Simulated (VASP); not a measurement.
Runs of VASP 6.6.1 on Ag. The structure is that of space group P6_3/mmc (No. 194), or close to it. The cells are those of the table. 

```tsv
task	cell	k mesh	cutoff (eV)	smearing	gap on the mesh (eV)	pressure (GPa)
single point	a = 2.826, b = 2.826, c = 4.640 Å, angles 90.0, 90.0, 120.0°, 2 atoms	18 × 18 × 10	520	fermi-dirac 0.15 eV	none	(a)
single point	a = 2.845, b = 2.845, c = 4.671 Å, angles 90.0, 90.0, 120.0°, 2 atoms	18 × 18 × 10	520	fermi-dirac 0.15 eV	none	-2.4
single point	a = 2.930, b = 2.930, c = 4.790 Å, angles 90.0, 90.0, 120.0°, 2 atoms	9 × 9 × 4	500	gaussian 0.1 eV	none	-10.5
relaxation of shape and atoms at fixed volume	relaxed from a = 2.807, b = 2.807, c = 4.608 Å, angles 90.0, 90.0, 120.0°, 2 atoms	18 × 18 × 10	600	fermi-dirac 0.15 eV	none	3.1
single point	a = 2.807, b = 2.807, c = 4.608 Å, angles 90.0, 90.0, 120.0°, 2 atoms	18 × 18 × 10	520	fermi-dirac 0.15 eV	none	3.1
relaxation of cell and atoms	relaxed from a = 2.829, b = 2.829, c = 4.630 Å, angles 90.0, 90.0, 120.0°, 2 atoms	18 × 18 × 10	600	fermi-dirac 0.15 eV	none	0.0
single point	a = 2.795, b = 2.795, c = 4.588 Å, angles 90.0, 90.0, 120.0°, 2 atoms	18 × 18 × 10	520	fermi-dirac 0.15 eV	none	5.1
```

Alike in all rows: level LDA; potentials or basis VASP PAW LDA potentials, release 64 (Ag); no spin polarisation.

Question: Fill in the values left out.

Answer: (a) 0.1.

A k mesh can miss the band edges, and the runs leave out spin-orbit coupling on Ag.

A gap of «none» marks levels without a gap at the run's occupations.
